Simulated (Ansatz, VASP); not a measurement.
# CoSn in VASP and in Ansatz

```
CELL_PARAMETERS angstrom
5.29568 0.00000 0.00000
-2.64784 4.58620 0.00000
0.00000 0.00000 4.23120
ATOMIC_POSITIONS crystal
Co 0.00000 0.50000 0.00000
Co 0.50000 0.50000 0.00000
Co 0.50000 0.00000 0.00000
Sn 0.66667 0.33333 0.50000
Sn 0.33333 0.66667 0.50000
Sn 0.00000 0.00000 0.00000
```

Alike in both runs: functional PBE; k mesh 10 × 10 × 10; occupations gaussian, width 0.05 eV; no spin polarisation.

Ansatz relaxed the structure, and its values are those at the end. VASP's run is a single point on that final structure, the one shown.

```csv
,VASP,Ansatz
version,VASP 6.6.1,Ansatz 0.2.0
potentials or method,"VASP PAW PBE potentials, release 64 (Co, Sn_d), cutoff 520 eV","scalar-relativistic, plane waves, PAW"
valence electrons in the cell,69,93
```

```tsv
	VASP	Ansatz	Ansatz less VASP
gap on the k mesh at the Fermi level (eV)	none	none	-
pressure (GPa)	-0.1	0.0	+0.06
```

A gap of «none» marks a metal or a gap that the smearing closes. VASP's potentials hold 69 valence electrons a cell and Ansatz's 93, so a difference there can come from the potentials and not from the codes.
